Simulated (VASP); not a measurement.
# SiO2 (P6_422) in VASP: notebook

SiO2 is run at these levels: r2SCAN; tasks: single point.

Everything below comes from runs of VASP 6.6.1. Logs are shortened: lines on timing, memory, paths and dates and some standing lists are left out, and cuts for length are marked.

## (1) The cell of the first run

The structure is hexagonal, space group P6_422 (No. 181). The conventional cell has a = 4.756 Å, b = 4.756 Å, c = 5.541 Å, α = 90.00°, β = 90.00°, γ = 120.00°. Within 2.1 Å of Si (site symmetry 222) lie 4 O at 1.54 Å. O (site symmetry 2) has 2 Si at 1.54 Å within 2.1 Å.

## (2) Single point, r2SCAN (strain -0.0600 x Voigt [1, 1, 0, 0, 0, 0])

File POSCAR:

```
SiO2
1.0
    4.7560971518      0.0000000000      0.0000000000
   -2.3780485759      4.1189009563      0.0000000000
    0.0000000000      0.0000000000      5.5410855913
Si O
3 6
Direct
    0.0000000000      0.5000000000      0.3333333333
    0.5000000000      0.5000000000      0.6666666667
    0.5000000000      0.0000000000      0.0000000000
    0.5834989524      0.7917494762      0.8333333333
    0.7917494762      0.5834989524      0.5000000000
    0.7917494762      0.2082505238      0.1666666667
    0.4165010476      0.2082505238      0.8333333333
    0.2082505238      0.4165010476      0.5000000000
    0.2082505238      0.7917494762      0.1666666667
```

File INCAR.step1:

```
ALGO     = Normal         # electronic algorithm
EDIFF    = 1E-4           # SCF threshold, eV
ENCUT    = 520            # plane-wave cutoff, eV
GGA      = PE             # functional
ISMEAR   = 0              # smearing method
LASPH    = T              # aspherical terms in the spheres
LCHARG   = F              # write CHGCAR
LREAL    = F              # projectors in reciprocal space
LWAVE    = T              # write WAVECAR
NBANDS   = 34             # bands
NELM     = 100            # most SCF steps
PREC     = Accurate       # precision mode
SIGMA    = 0.05           # smearing width, eV
```

File INCAR.step2:

```
ALGO     = Normal         # electronic algorithm
EDIFF    = 1E-6           # SCF threshold, eV
ENCUT    = 520            # plane-wave cutoff, eV
ISIF     = 2              # what is computed and relaxed
ISMEAR   = 0              # smearing method
ISTART   = 1            
LASPH    = T              # aspherical terms in the spheres
LCHARG   = F              # write CHGCAR
LMIXTAU  = T            
LREAL    = F              # projectors in reciprocal space
LWAVE    = F              # write WAVECAR
METAGGA  = R2SCAN         # meta-GGA
NBANDS   = 34             # bands
NELM     = 100            # most SCF steps
PREC     = Accurate       # precision mode
SIGMA    = 0.05           # smearing width, eV
```

File KPOINTS:

```
k-points
0
Gamma
  6 6 4
```

Potentials or basis: VASP PAW PBE potentials, release 64 (Si, O).

Run with:

```
$ cat potpaw_PBE.64/Si/POTCAR potpaw_PBE.64/O/POTCAR > POTCAR
$ cp INCAR.step1 INCAR
$ mpirun -np 1 vasp_std > vasp.out
$ cp INCAR.step2 INCAR
$ mpirun -np 1 vasp_std > vasp.out
```

OUTCAR:

```text
EDIFF = 1E-6
   ENCUT = 520
   ISIF = 2
   ISMEAR = 0
   ISTART = 1
   LASPH = T
   LREAL = F
   METAGGA = R2SCAN
   NELM = 100
   PREC = Accurate

 ion  position               nearest neighbor table
   1  0.000  0.500  0.333-   6 1.54   9 1.54   8 1.54   5 1.54   3 3.01   3 3.01   2 3.01   2 3.01

   2  0.500  0.500  0.667-   4 1.54   7 1.54   5 1.54   8 1.54   3 3.01   3 3.01   1 3.01   1 3.01

   3  0.500  0.000  0.000-   4 1.54   7 1.54   6 1.54   9 1.54   1 3.01   2 3.01   2 3.01   1 3.01

   4  0.583  0.792  0.833-   2 1.54   3 1.54
   5  0.792  0.583  0.500-   1 1.54   2 1.54
   6  0.792  0.208  0.167-   1 1.54   3 1.54
   7  0.417  0.208  0.833-   2 1.54   3 1.54
   8  0.208  0.417  0.500-   1 1.54   2 1.54
   9  0.208  0.792  0.167-   1 1.54   3 1.54

  LATTYP: Found a hexagonal cell.
 ALAT       =     4.7560971518
 C/A-ratio  =     1.1650488656

  Lattice vectors:

 A1 = (   4.7560971518,   0.0000000000,   0.0000000000)
 A2 = (  -2.3780485759,   4.1189009563,   0.0000000000)
 A3 = (   0.0000000000,   0.0000000000,   5.5410855913)

Analysis of symmetry for initial positions (statically):
=====================================================================
 Subroutine PRICEL returns:
 Original cell was already a primitive cell.

 Routine SETGRP: Setting up the symmetry group for a
 hexagonal supercell.

 Subroutine GETGRP returns: Found 12 space group operations
 (whereof  4 operations were pure point group operations)
 out of a pool of 24 trial point group operations.

The static configuration has the point symmetry D_2 .
 The point group associated with its full space group is D_6 .

Analysis of symmetry for dynamics (positions and initial velocities):
=====================================================================
 Subroutine PRICEL returns:
 Original cell was already a primitive cell.

 Routine SETGRP: Setting up the symmetry group for a
 hexagonal supercell.

 Subroutine GETGRP returns: Found 12 space group operations
 (whereof  4 operations were pure point group operations)
 out of a pool of 24 trial point group operations.

The dynamic configuration has the point symmetry D_2 .
 The point group associated with its full space group is D_6 .

 Subroutine INISYM returns: Found 12 space group operations
 (whereof  4 operations are pure point group operations),
 and found     1 'primitive' translations

[... 109 lines left out ...]
   NFREE  =      0    steps in history (QN), initial steepest desc. (CG)
   ISIF   =      2    stress and relaxation
   ISYM   =      2    0-nonsym 1-usesym 2-fastsym
   POTIM  = 0.5000    time-step for ionic-motion
   TEBEG  =    0.0;   TEEND  =   0.0 temperature during run
   PSTRESS=    0.0 pullay stress
   NELECT =      48.0000    total number of electrons
   NUPDOWN=      -1.0000    fix difference up-down
   EMIN   =  10.00;   EMAX   =-10.00  energy-range for DOS
   EFERMI =   0.00;   METHOD = LEGACY
   ISMEAR =     0;   SIGMA  =   0.05  broadening in eV -4-tet -1-fermi 0-gaus
   EFERMI_NEDOS =   21; number of points for ismear=-14 and -15
   IALGO  =     38    algorithm
   IMIX   =      4    mixing-type and parameters
     AMIX     =   0.40;   BMIX     =  1.00
     AMIX_MAG =   1.60;   BMIX_MAG =  1.00
  volume/ion in A,a.u.               =      12.06        81.39
  Fermi-wavevector in a.u.,A,eV,Ry     =   1.247229  2.356921 21.164960  1.555581
  Thomas-Fermi vector in A             =   2.381371
   LORBIT       =      0    0 simple, 1 ext, 2 COOP (PROOUT), +10 PAW based schemes
   METAGGA = R2SCAN    functional components
   LHFCALC =     F    Hartree Fock is set to
   AEXX    =    0.0000 exact exchange contribution
   IVDW    =     0    specifies the selected vdW correction
   LEPSILON=     F    determine dielectric tensor
   LRPA    =     F    only Hartree local field effects (RPA)
 non-spin polarized calculation
 Gauss-broadening in eV      SIGMA  =   0.05
  energy-cutoff  :      520.00
  volume of cell :      108.55
 maximum number of plane-waves:      2955
 NGX is ok and might be reduce to    36
   NGX = 17   NGY = 17   NGZ = 21

 number of electron      47.9999958 magnetization

 Free energy of the ion-electron system (eV)
  ---------------------------------------------------
  ext. energy  EPLUGINS =         0.00000000
  ---------------------------------------------------
  free energy    TOTEN  =       -88.07656231 eV

  energy without entropy =      -88.07656231  energy(sigma->0) =      -88.07656231

 E-fermi :   1.4347     XC(G=0):  -9.7621

 val. band max:        1.1246567704   @ k =   0.0000   0.0000   0.5000
 cond. band min:       7.7889240699   @ k =   0.0000   0.0000   0.0000
 fundamental gap:      6.6642672996
 Fermi energy:         1.4347078631

 k-point     1 :       0.0000    0.0000    0.0000
  band No.  band energies     occupation
      1     -20.0875      2.00000
      2     -18.4901      2.00000
      3     -18.4901      2.00000
      4     -17.6285      2.00000
      5     -17.5727      2.00000
      6     -17.5727      2.00000
[... 766 lines left out ...]
     33      14.2888      0.00000
     34      14.2927      0.00000

------------------------ aborting loop because EDIFF is reached ----------------------------------------

  FORCE on cell =-STRESS in cart. coord.  units (eV):
  Direction    XX          YY          ZZ          XY          YZ          ZX
  --------------------------------------------------------------------------------------
  -------------------------------------------------------------------------------------
  Total       20.6919886     20.6919886     18.7513224      0.0000000      0.0000000      0.0000000
  in kB      305.4118526    305.4118526    276.7677981      0.0000000      0.0000000      0.0000000
  external PRESSURE =     295.8638344 kB  Pullay stress =       0.0000000 kB

 VOLUME and BASIS-vectors are now :
 -----------------------------------------------------------------------------
  energy-cutoff  :      520.00
  volume of cell :      108.55
      direct lattice vectors                 reciprocal lattice vectors
     4.756097152  0.000000000  0.000000000     0.210256428  0.121391606  0.000000000
    -2.378048576  4.118900956  0.000000000     0.000000000  0.242783211  0.000000000
     0.000000000  0.000000000  5.541085591     0.000000000  0.000000000  0.180470051

 POSITION                                       TOTAL-FORCE (eV/Angst)
 -----------------------------------------------------------------------------------
     -1.18902      2.05945      1.84703        -0.000000     -0.000000      0.000000
      1.18902      2.05945      3.69406        -0.000000      0.000000     -0.000000
      2.37805      0.00000      0.00000        -0.000000      0.000000     -0.000000
      0.89236      3.26114      4.61757         1.079283      0.623124      0.000000
      2.37805      2.40337      2.77054        -0.000000      1.246248      0.000000
      3.27041      0.85776      0.92351         1.079283     -0.623124      0.000000
      1.48569      0.85776      4.61757        -1.079283     -0.623124      0.000000
     -0.00000      1.71553      2.77054        -0.000000     -1.246248      0.000000
     -0.89236      3.26114      0.92351        -1.079283      0.623124      0.000000
 -----------------------------------------------------------------------------------
    total drift:                               -0.000000      0.000000     -0.000001

  FREE ENERGIE OF THE ION-ELECTRON SYSTEM (eV)
  ---------------------------------------------------
  free  energy   TOTEN  =       -88.0765623053 eV

  energy  without entropy=      -88.0765623053  energy(sigma->0) =      -88.07656231
```

OSZICAR.step1:

```text
N       E                     dE             d eps       ncg     rms          rms(c)
DAV:   1     0.291934382062E+03    0.29193E+03   -0.25760E+04  1436   0.132E+03
DAV:   2    -0.625742936448E+02   -0.35451E+03   -0.34166E+03  1826   0.315E+02
DAV:   3    -0.804812201192E+02   -0.17907E+02   -0.17834E+02  1816   0.740E+01
DAV:   4    -0.806662612928E+02   -0.18504E+00   -0.18490E+00  1776   0.845E+00
DAV:   5    -0.806687761118E+02   -0.25148E-02   -0.25139E-02  1832   0.969E-01    0.302E+01
DAV:   6    -0.695175959327E+02    0.11151E+02   -0.36147E+01  1532   0.330E+01    0.147E+01
DAV:   7    -0.693705149086E+02    0.14708E+00   -0.14674E+00  1792   0.591E+00    0.506E+00
DAV:   8    -0.693396925024E+02    0.30822E-01   -0.10012E-01  1744   0.209E+00    0.183E+00
DAV:   9    -0.693467613411E+02   -0.70688E-02   -0.37844E-02  1688   0.118E+00    0.295E-01
DAV:  10    -0.693490354247E+02   -0.22741E-02   -0.29097E-03  1552   0.299E-01    0.841E-02
DAV:  11    -0.693491398657E+02   -0.10444E-03   -0.25605E-04  1456   0.107E-01    0.240E-02
DAV:  12    -0.693491692167E+02   -0.29351E-04   -0.48140E-05  1070   0.430E-02
   1 F= -.69349169E+02 E0= -.69349169E+02  d E =-.614574E-15
```

Run time: 4 min. Hardware: 1 thread of AMD EPYC 7R13 (Zen 3), shared host; peak memory 0.22 GiB.

What came out:

```
Free energy            : -88.0766 eV
Pressure               : 29.6 GPa
Largest force          : 1.246 eV/Å
Band gap on the k mesh : 6.66 eV, indirect (least direct gap 6.77 eV)
```

Forces in eV/Å, atoms in the order of the input:
```
Si   0.000  0.000  0.000
Si   0.000  0.000  0.000
Si   0.000  0.000  0.000
O    1.079  0.623  0.000
O    0.000  1.246  0.000
O    1.079 -0.623  0.000
O   -1.079 -0.623  0.000
O    0.000 -1.246  0.000
O   -1.079  0.623  0.000
```

Caveat: the cell differs from its parent crystal (strain -0.0600 x Voigt [1, 1, 0, 0, 0, 0]); the PAW data sets were made with another functional, which shifts forces and pressure a little. A k mesh can miss the band edges.

(Continued in part 2 of 2.)
